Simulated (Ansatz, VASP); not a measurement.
**Two plane-wave programs on Ge**

```xyz
3
Lattice="4.8584 0.0000 0.0000 -2.4292 4.2075 0.0000 0.0000 0.0000 2.8365" Properties=species:S:1:pos:R:3 pbc="T T T"
Ge    0.0000    2.8050    1.4183
Ge    0.0000    0.0000    0.0000
Ge    2.4292    1.4025    1.4183
```

Alike in both runs: functional PBE; k mesh 12 × 12 × 12; occupations gaussian, width 0.1 eV; no spin polarisation.

Ansatz relaxed the structure, and its values are those at the end. VASP's run is a single point on that final structure, the one shown.

```csv
,VASP,Ansatz
version,VASP 6.6.1,Ansatz 0.2.0
potentials or method,"VASP PAW PBE potentials, release 64 (Ge_d), cutoff 520 eV","scalar-relativistic, plane waves, PAW"
valence electrons in the cell,42,42
```

|  | VASP | Ansatz | Ansatz less VASP |
| --- | --- | --- | --- |
| gap on the k mesh at the Fermi level (eV) | none | none | - |
| pressure (GPa) | 0.0 | 0.0 | +0.02 |

A gap of «none» marks a metal or a gap that the smearing closes.
